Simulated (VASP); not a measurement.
Input of a VASP 6.6.1 run:

Contents of INCAR:

```
SYSTEM = Tb2N
PREC = Accurate
ENCUT = 600
EDIFF = 1E-6
ISMEAR = 0
SIGMA = 0.1
LREAL = .False.
LASPH = .True.
NELM = 200
ALGO = Normal
ISIF = 2
LWAVE = .False.
LCHARG = .False.
GGA = PE
NBANDS = 18
GGA_COMPAT = .False.
LMAXMIX = 6
```

Contents of KPOINTS:

```
Automatic mesh
0
Gamma
  20 20 20
  0 0 0
```

File POSCAR:

```
Tb2N
1.0
   -1.5604949833      1.5604949833      5.9328575118
    1.5604949833     -1.5604949833      5.9328575118
    1.5604949833      1.5604949833     -5.9328575118
Tb N
2 1
Direct
    0.6187327232      0.6187327232      0.0000000000
    0.3812672768      0.3812672768      0.0000000000
    0.0000000000      0.0000000000      0.0000000000
```

Potentials or basis: VASP PAW PBE potentials, release 64 (Tb_3, N), 4f in core.

The run is started by

```console
$ cat potpaw_PBE.64/Tb_3/POTCAR potpaw_PBE.64/N/POTCAR > POTCAR
$ mpirun -np 1 vasp_std > vasp.out
```

**Question.** What does it give for the pressure?

**Answer.** 0.2 GPa.

**Question.** What does it give for the band gap on the k mesh?

**Answer.** Zero (an odd number of electrons rules out a gap without spin polarisation).

Forces in eV/Å, atoms in the order of the input:
```
Tb   0.000  0.000  0.002
Tb   0.000  0.000 -0.002
N    0.000  0.000  0.000
```

Caveat: spin-orbit coupling is left out, which moves the levels of the heavy elements; the 4f electrons are frozen in the core, so they carry no moment and show no levels; the run has no spin polarisation, though such a crystal can be magnetic. With open d or f shells a metallic result of PBE can be an artefact of self-interaction; +U or a hybrid may open a gap.
